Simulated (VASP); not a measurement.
Wanted: the native input for a VASP 6.6.1 run.

| Quantity | Value |
| --- | --- |
| Task | single point |
| Functional | PBE |
| Potentials or basis | VASP PAW PBE potentials, release 64 (Ga_d) |
| Cutoff | 520 eV |
| k mesh | 21 × 21 × 21 |
| Occupations | fermi-dirac, width 0.05 eV |
| Spin | no spin polarisation |
| Dipole correction | no |
| Further INCAR settings | ALGO = Normal; EDIFF = 1e-07; NBANDS = 12 |

The structure of Ga lies in POSCAR:

```
Ga
1.0
   -1.2645968566      1.2645968566      1.2645968566
    1.2645968566     -1.2645968566      1.2645968566
    1.2645968566      1.2645968566     -1.2645968566
Ga
1
Direct
    0.0000000000      0.0000000000      0.0000000000
```

This isn't the form of Ga at room conditions, which is orthorhombic.

These files were run (other wordings do the same):

INCAR

```
PREC = Accurate ; ENCUT = 520
EDIFF = 1E-7 ; ISMEAR = -1
SIGMA = 0.05 ; LREAL = F
LASPH = T ; NELM = 60
ALGO = Normal ; ISIF = 2
LWAVE = F ; LCHARG = T
GGA = PE ; LELF = T
LVHAR = T ; NBANDS = 12
```

KPOINTS

```
regular mesh
0
Gamma
  21 21 21
```

Potentials or basis: VASP PAW PBE potentials, release 64 (Ga_d).

Command:

```sh
$ cat potpaw_PBE.64/Ga_d/POTCAR > POTCAR
$ mpirun -np 1 vasp_std > vasp.out
```

Results of the run:

| Quantity | Value |
| --- | --- |
| Pressure | 333.5 GPa |
| Band gap on the k mesh | zero (an odd number of electrons rules out a gap without spin polarisation) |

Caveat: the cell stands under pressure.

Run time: 34 s on 1 thread of Intel Xeon 8259CL, on a shared host, peak memory 0.14 GiB.
